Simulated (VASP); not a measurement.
# Re (P6_3/mmc) in VASP: single point with PBE

Aim: the single point of Re with PBE.

Everything below comes from runs of VASP 6.6.1. Logs are shortened: lines on timing, memory, paths and dates and some standing lists are left out, and cuts for length are marked.

## 1. The cell of the first run

Symmetry: P6_3/mmc, No. 194, hexagonal system. The conventional cell has a = 2.773 Å, b = 2.773 Å, c = 4.484 Å, α = 90.00°, β = 90.00°, γ = 120.00°. Within 3.6 Å of Re (site symmetry -6m2) lie 12 Re at 2.76 to 2.77 Å.

## 2. Single point, PBE

INCAR

```
PREC = Accurate
ENCUT = 560
EDIFF = 1E-6
ISMEAR = 1
SIGMA = 0.033
LREAL = False
LASPH = True
NELM = 120
ALGO = Normal
ISIF = 2
LWAVE = False
LCHARG = False
GGA = PE
NBANDS = 22
GGA_COMPAT = False
```

KPOINTS

```
regular mesh
0
Gamma
  10 10 6
```

POSCAR

```
Re
1.0
    1.3867390458      2.4019024841      0.0000000000
   -1.3867390458      2.4019024841      0.0000000000
    0.0000000000      0.0000000000      4.4842053956
Re
2
Direct
    0.3333333333      0.3333333333      0.2500000000
    0.6666666667      0.6666666667      0.7500000000
```

Potentials or basis: VASP PAW PBE potentials, release 64 (Re_sv_GW).

The run is started by

```console
> cat potpaw_PBE.64/Re_sv_GW/POTCAR > POTCAR
> mpirun -np 1 vasp_std > vasp.out
```

OUTCAR:

```text
PREC = Accurate
   ENCUT = 560
   EDIFF = 1E-6
   ISMEAR = 1
   LREAL = False
   LASPH = True
   NELM = 120
   ISIF = 2
   GGA = PE

 ion  position               nearest neighbor table
   1  0.333  0.333  0.250-   2 2.76   2 2.76   2 2.76   2 2.76   2 2.76   2 2.76
   2  0.667  0.667  0.750-   1 2.76   1 2.76   1 2.76   1 2.76   1 2.76   1 2.76

  LATTYP: Found a hexagonal cell.
 ALAT       =     2.7734780915
 C/A-ratio  =     1.6168165919

  Lattice vectors:

 A1 = (   1.3867390458,  -2.4019024841,   0.0000000000)
 A2 = (   1.3867390458,   2.4019024841,   0.0000000000)
 A3 = (   0.0000000000,   0.0000000000,   4.4842053956)

Analysis of symmetry for initial positions (statically):
=====================================================================
 Subroutine PRICEL returns:
 Original cell was already a primitive cell.

 Routine SETGRP: Setting up the symmetry group for a
 hexagonal supercell.

 Subroutine GETGRP returns: Found 24 space group operations
 (whereof 12 operations were pure point group operations)
 out of a pool of 24 trial point group operations.

The static configuration has the point symmetry D_3d.
 The point group associated with its full space group is D_6h.

Analysis of symmetry for dynamics (positions and initial velocities):
=====================================================================
 Subroutine PRICEL returns:
 Original cell was already a primitive cell.

 Routine SETGRP: Setting up the symmetry group for a
 hexagonal supercell.

 Subroutine GETGRP returns: Found 24 space group operations
 (whereof 12 operations were pure point group operations)
 out of a pool of 24 trial point group operations.

The dynamic configuration has the point symmetry D_3d.
 The point group associated with its full space group is D_6h.

 Subroutine INISYM returns: Found 24 space group operations
 (whereof 12 operations are pure point group operations),
 and found     1 'primitive' translations

----------------------------------------------------------------------------------------

                                     Primitive cell

  volume of cell :      29.8721

  direct lattice vectors                    reciprocal lattice vectors
     1.386739046  2.401902484  0.000000000     0.360558103  0.208168318  0.000000000
    -1.386739046  2.401902484  0.000000000    -0.360558103  0.208168318  0.000000000
     0.000000000  0.000000000  4.484205396     0.000000000  0.000000000  0.223004950
[... 81 lines left out ...]
   LASPH  =      T    aspherical Exc in radial PAW
   ENCUT  =  560.0 eV  41.16 Ry    6.42 a.u.   5.35  5.35  8.65*2*pi/ulx,y,z
   NELM   =    120;   NELMIN=  2; NELMDL= -5     # of ELM steps
   EDIFF  = 0.1E-05   stopping-criterion for ELM
   LREAL  =      F    real-space projection
   EDIFFG = 0.1E-04   stopping-criterion for IOM
   NSW    =      0    number of steps for IOM
   IBRION =     -1    ionic relax: 0-MD 1-quasi-New 2-CG
   NFREE  =      0    steps in history (QN), initial steepest desc. (CG)
   ISIF   =      2    stress and relaxation
   ISYM   =      2    0-nonsym 1-usesym 2-fastsym
   POTIM  = 0.5000    time-step for ionic-motion
   TEBEG  =    0.0;   TEEND  =   0.0 temperature during run
   PSTRESS=    0.0 pullay stress
   NELECT =      30.0000    total number of electrons
   NUPDOWN=      -1.0000    fix difference up-down
   EMIN   =  10.00;   EMAX   =-10.00  energy-range for DOS
   EFERMI =   0.00;   METHOD = LEGACY
   ISMEAR =     1;   SIGMA  =   0.03  broadening in eV -4-tet -1-fermi 0-gaus
   EFERMI_NEDOS =   21; number of points for ismear=-14 and -15
   IALGO  =     38    algorithm
   IMIX   =      4    mixing-type and parameters
     AMIX     =   0.40;   BMIX     =  1.00
     AMIX_MAG =   1.60;   BMIX_MAG =  1.00
  volume/ion in A,a.u.               =      14.94       100.79
  Fermi-wavevector in a.u.,A,eV,Ry     =   1.639432  3.098077 36.568881  2.687737
  Thomas-Fermi vector in A             =   2.730238
   LORBIT       =      0    0 simple, 1 ext, 2 COOP (PROOUT), +10 PAW based schemes
   GGA     = PE    functional components
   LHFCALC =     F    Hartree Fock is set to
   AEXX    =    0.0000 exact exchange contribution
   IVDW    =     0    specifies the selected vdW correction
   LEPSILON=     F    determine dielectric tensor
   LRPA    =     F    only Hartree local field effects (RPA)
 non-spin polarized calculation
 Methfessel and Paxton  Order N= 1 SIGMA  =   0.03
  energy-cutoff  :      560.00
  volume of cell :       29.87
 maximum number of plane-waves:       917
 NGX is ok and might be reduce to    24
   NGX = 11   NGY = 11   NGZ = 17

 number of electron      30.0000002 magnetization

 Free energy of the ion-electron system (eV)
  ---------------------------------------------------
  ext. energy  EPLUGINS =         0.00000000
  ---------------------------------------------------
  free energy    TOTEN  =       -28.10881143 eV

  energy without entropy =      -28.10842817  energy(sigma->0) =      -28.10868368

 E-fermi :  12.7896     XC(G=0): -14.1349

 val. band max:       12.7870488614   @ k =   0.5000   0.1000   0.3333
 cond. band min:      12.8311960528   @ k =  -0.4000   0.3000   0.5000
 fundamental gap:      0.0441471914
 Fermi energy:        12.7895954467

 k-point     1 :       0.0000    0.0000    0.0000
  band No.  band energies     occupation
      1     -67.1003      2.00000
      2     -66.9865      2.00000
      3     -29.5153      2.00000
      4     -28.5086      2.00000
      5     -28.5086      2.00000
      6     -28.3419      2.00000
[... 589 lines left out ...]
     21      22.4923      0.00000
     22      24.3748      0.00000

 [... further k-points ...]

------------------------ aborting loop because EDIFF is reached ----------------------------------------

  FORCE on cell =-STRESS in cart. coord.  units (eV):
  Direction    XX          YY          ZZ          XY          YZ          ZX
  --------------------------------------------------------------------------------------
  -------------------------------------------------------------------------------------
  Total       -0.2739334     -0.2739334     -0.2792171     -0.0000000     -0.0000000     -0.0000000
  in kB      -14.6923054    -14.6923054    -14.9756961     -0.0000000     -0.0000000     -0.0000000
  external PRESSURE =     -14.7867690 kB  Pullay stress =       0.0000000 kB

 VOLUME and BASIS-vectors are now :
 -----------------------------------------------------------------------------
  energy-cutoff  :      560.00
  volume of cell :       29.87
      direct lattice vectors                 reciprocal lattice vectors
     1.386739046  2.401902484  0.000000000     0.360558103  0.208168318  0.000000000
    -1.386739046  2.401902484  0.000000000    -0.360558103  0.208168318  0.000000000
     0.000000000  0.000000000  4.484205396     0.000000000  0.000000000  0.223004950

 POSITION                                       TOTAL-FORCE (eV/Angst)
 -----------------------------------------------------------------------------------
      0.00000      1.60127      1.12105        -0.000000     -0.000000      0.000000
      0.00000      3.20254      3.36315         0.000000      0.000000      0.000000
 -----------------------------------------------------------------------------------
    total drift:                               -0.000000      0.000000      0.000000

  FREE ENERGIE OF THE ION-ELECTRON SYSTEM (eV)
  ---------------------------------------------------
  free  energy   TOTEN  =       -28.1088114337 eV

  energy  without entropy=      -28.1084281678  energy(sigma->0) =      -28.10868368
```

OSZICAR:

```text
N       E                     dE             d eps       ncg     rms          rms(c)
DAV:   1     0.288472279968E+03    0.28847E+03   -0.21565E+04  2544   0.151E+03
DAV:   2    -0.172083547044E+02   -0.30568E+03   -0.29384E+03  3020   0.438E+02
DAV:   3    -0.301083022613E+02   -0.12900E+02   -0.12793E+02  3000   0.833E+01
DAV:   4    -0.302376188814E+02   -0.12932E+00   -0.12930E+00  2700   0.845E+00
DAV:   5    -0.302385719088E+02   -0.95303E-03   -0.95302E-03  3048   0.662E-01    0.148E+02
DAV:   6    -0.283998757046E+02    0.18387E+01   -0.28318E+00  2736   0.122E+01    0.766E+01
DAV:   7    -0.281394552037E+02    0.26042E+00   -0.16743E+00  2910   0.878E+00    0.824E+00
DAV:   8    -0.281086775980E+02    0.30778E-01   -0.13992E-01  2686   0.294E+00    0.450E+00
DAV:   9    -0.281088223196E+02   -0.14472E-03   -0.37889E-03  2878   0.715E-01    0.835E-01
DAV:  10    -0.281087972838E+02    0.25036E-04   -0.98690E-05  2838   0.817E-02    0.692E-02
DAV:  11    -0.281088108693E+02   -0.13585E-04   -0.11996E-05  2936   0.346E-02    0.428E-02
DAV:  12    -0.281088114337E+02   -0.56444E-06   -0.46593E-07  1490   0.662E-03
   1 F= -.28108811E+02 E0= -.28108684E+02  d E =-.383266E-03
```

It took 26 s on 1 thread of AMD EPYC 7R13 (Zen 3), shared host; peak memory 0.15 GiB.

Results:

| Property | Result |
| --- | --- |
| Free energy | -28.1088 eV |
| Pressure | -1.5 GPa |
| Band gap on the k mesh | zero (bands 15 and 16 overlap by 3.20 eV) |

Caveat: spin-orbit coupling is left out, which moves the levels of the heavy elements.

The gap in the log of VASP goes by the Fermi energy; the results here count the filled bands.